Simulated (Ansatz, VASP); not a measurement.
**AlRu: VASP beside Ansatz**

```
CELL_PARAMETERS angstrom
2.89386 0.00000 0.00000
-1.44693 2.50616 0.00000
0.00000 0.00000 7.79265
ATOMIC_POSITIONS crystal
Ru 0.00000 0.00000 0.00000
Ru 0.00000 0.00000 0.50000
Al 0.33333 0.66667 0.25000
Al 0.66667 0.33333 0.75000
```

Alike in both runs: functional PBE; k mesh 11 × 11 × 6; occupations fermi-dirac, width 0.08 eV; no spin polarisation.

Ansatz relaxed the structure, and its values are those at the end. VASP's run is a single point on that final structure, the one shown.

|  | VASP | Ansatz |
| --- | --- | --- |
| version | VASP 6.6.1 | Ansatz 0.2.0 |
| potentials or method | VASP PAW PBE potentials, release 64 (Ru_pv, Al) | PAW with Ansatz's default frozen-core files, scalar-relativistic |
| plane-wave cutoff (eV) | 520 | 420 |
| valence electrons in the cell | 34 | 38 |

|  | VASP | Ansatz | Ansatz less VASP |
| --- | --- | --- | --- |
| pressure (GPa) | -0.1 | 0.0 | +0.06 |

The functional is the same, so the differences come from potentials, cutoffs and numerics. VASP's potentials hold 34 valence electrons a cell and Ansatz's 38, so a difference there can come from the potentials and not from the codes.
